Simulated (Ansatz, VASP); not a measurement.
Two plane-wave programs on HfB2

```
Hf B
1.0
     4.97661    0.00000    0.00000
     0.00000    4.97661    0.00000
     0.00000    0.00000    4.12751
Hf B
2 4
Direct
  0.50000 0.50000 0.50000
  0.00000 0.00000 0.00000
  0.17136 0.17136 0.50000
  0.82864 0.82864 0.50000
  0.82864 0.17136 0.50000
  0.17136 0.82864 0.50000
```

Alike in both runs: functional PBE; k mesh 8 × 8 × 10; occupations gaussian, width 0.1 eV; no spin polarisation.

Ansatz relaxed the structure, and its values are those at the end. VASP's run is a single point on that final structure, the one shown.

```csv
,VASP,Ansatz
version,VASP 6.6.1,Ansatz 0.2.0
potentials or method,"VASP PAW PBE potentials, release 64 (Hf_pv, B), cutoff 520 eV","scalar-relativistic, plane waves, PAW"
valence electrons in the cell,32,64
```

|  | VASP | Ansatz | Ansatz less VASP |
| --- | --- | --- | --- |
| gap on the k mesh at the Fermi level (eV) | none | none | - |
| pressure (GPa) | -0.1 | 0.0 | +0.08 |

A gap of «none» marks a metal or a gap that the smearing closes. VASP's potentials hold 32 valence electrons a cell and Ansatz's 64, so a difference there can come from the potentials and not from the codes.

Spin-orbit coupling is off throughout.
